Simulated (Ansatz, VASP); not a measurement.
# LiBr in VASP and in Ansatz

```
Li Br
1.0
     0.00000    2.73955    2.73955
     2.73955    0.00000    2.73955
     2.73955    2.73955    0.00000
Li Br
1 1
Direct
  0.00000 0.00000 0.00000
  0.50000 0.50000 0.50000
```

Alike in both runs: task single point; functional PBE-based screened hybrid with a share of 0.75 of exact exchange and HFSCREEN = 0.3; k mesh 4 × 4 × 4; no spin polarisation.

|  | VASP | Ansatz |
| --- | --- | --- |
| version | VASP 6.6.1 | Ansatz 0.2.0 |
| potentials or method | VASP PAW PBE potentials, release 64 (Li_sv, Br) | plane waves |
| plane-wave cutoff (eV) | 650 | 420 |
| occupations | gaussian, width 0.01 eV | fixed |
| valence electrons in the cell | 10 | 10 |

```csv
,VASP,Ansatz,Ansatz less VASP
gap on the k mesh at the Fermi level (eV),8.05,8.12,+0.062
pressure (GPa),-1.1,-0.9,+0.25
```

VASP's potentials were made for PBE, not for PBE-based screened hybrid. Ansatz's warnings: stress exchange threshold loose, stress scf threshold loose.

The k mesh is coarse, so the values compare programs but aren't converged.
